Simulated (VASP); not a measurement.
Crystal: BP.

```
B P
1.0
     0.00000    2.27415    2.27415
     2.27415    0.00000    2.27415
     2.27415    2.27415    0.00000
B P
1 1
Cartesian
  0.0000 0.0000 0.0000
  1.1371 1.1371 1.1371
```

* Program: VASP 6.6.1
* Task: relaxation of cell and atoms
* Functional: LDA
* Potentials or basis: VASP PAW LDA potentials, release 64 (B, P)
* Cutoff: 500 eV
* k mesh: 10 × 10 × 10
* Occupations: gaussian, width 0.02 eV
* Spin: no spin polarisation

At the start: pressure -6.4 GPa; volume 11.76 Å³/atom.

Task: Where does the relaxation end?

Result: Over 3 steps the energy falls by 9.2 meV/atom and the volume is 11.31 Å³/atom (-3.8 %); space group F-43m (No. 216, to 0.1 Å) before and after.

Step by step:
```
step  energy change (eV)  largest force (eV/Å)  pressure (GPa)  volume (Å³)
   1              0.0000                0.0000           -6.36        23.52
   2             -0.0076                0.0000            5.43        21.97
   3             -0.0184                0.0000           -0.02        22.63
```

Final structure:
```
CELL_PARAMETERS angstrom
0.00000 2.24486 2.24486
2.24486 0.00000 2.24486
2.24486 2.24486 0.00000
ATOMIC_POSITIONS crystal
B 0.00000 0.00000 0.00000
P 0.25000 0.25000 0.25000
```
